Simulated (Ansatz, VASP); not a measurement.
## Mg: VASP beside Ansatz

```
Mg
1.0
     5.15037    0.00000    0.00000
    -2.57518    4.46035    0.00000
     0.00000    0.00000    3.12406
Mg
3
Direct
  0.00000 0.00000 0.00000
  0.33333 0.66667 0.50000
  0.66667 0.33333 0.50000
```

Alike in both runs: task single point; functional revPBE; k mesh 8 × 8 × 11; occupations fermi-dirac, width 0.1 eV; no spin polarisation.

```csv
,VASP,Ansatz
version,VASP 6.6.1,Ansatz 0.2.0
potentials or method,"VASP PAW PBE potentials, release 64 (Mg), cutoff 600 eV","plane waves (420 eV) with PAW, scalar-relativistic"
valence electrons in the cell,6,30
```

```csv
,VASP,Ansatz,Ansatz less VASP
pressure (GPa),-0.2,0.0,+0.17
"traceless stress, the component that is largest in VASP (GPa)",0.21,0.21,-0.001
```

VASP's potentials were made for PBE, not for revPBE. VASP's potentials hold 6 valence electrons a cell and Ansatz's 30, so a difference there can come from the potentials and not from the codes.
